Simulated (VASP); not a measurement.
Here is a VASP 6.6.1 calculation.

INCAR

```
ALGO = Normal ; EDIFF = 1E-7
EDIFFG = -0.008 ; ENCUT = 600
GGA = PS ; IBRION = 2
ISIF = 3 ; ISMEAR = 0
LASPH = True ; LCHARG = False
LREAL = False ; LWAVE = False
NELM = 80 ; NSW = 70
PREC = Accurate ; PSTRESS = 250.0
SIGMA = 0.1
```

KPOINTS

```
k-points
0
Gamma
  20 20 20
```

File POSCAR:

```
Ag
1.0
   -1.5321019199      1.5321019199      1.5321019199
    1.5321019199     -1.5321019199      1.5321019199
    1.5321019199      1.5321019199     -1.5321019199
Ag
1
Direct
    0.0000000000      0.0000000000      0.0000000000
```

Potentials or basis: VASP PAW PBE potentials, release 64 (Ag).

Run with:

```sh
$ cat potpaw_PBE.64/Ag/POTCAR > POTCAR
$ mpirun -np 1 vasp_std > vasp.out
```

Q: Predict the space group after relaxing (to 0.05 Å).

A: Im-3m (No. 229).

Q: Predict the relaxed volume.

A: 14.49 Å³/atom.

Q: Predict the relaxed cell.

A: a = 2.660 Å, b = 2.660 Å, c = 2.660 Å, α = 109.47°, β = 109.47°, γ = 109.47°.

Final structure:
```yaml
crystal:
  lattice:
    - [-1.53566, 1.53566, 1.53566]
    - [1.53566, -1.53566, 1.53566]
    - [1.53566, 1.53566, -1.53566]
  atoms:
    - { symbol: Ag, position: [0.00000, 0.00000, 0.00000] }
```

Caveat: the cell is relaxed towards a set pressure, so the enthalpy falls and the energy may rise; the PAW data sets were made with another functional, which shifts forces and pressure a little.
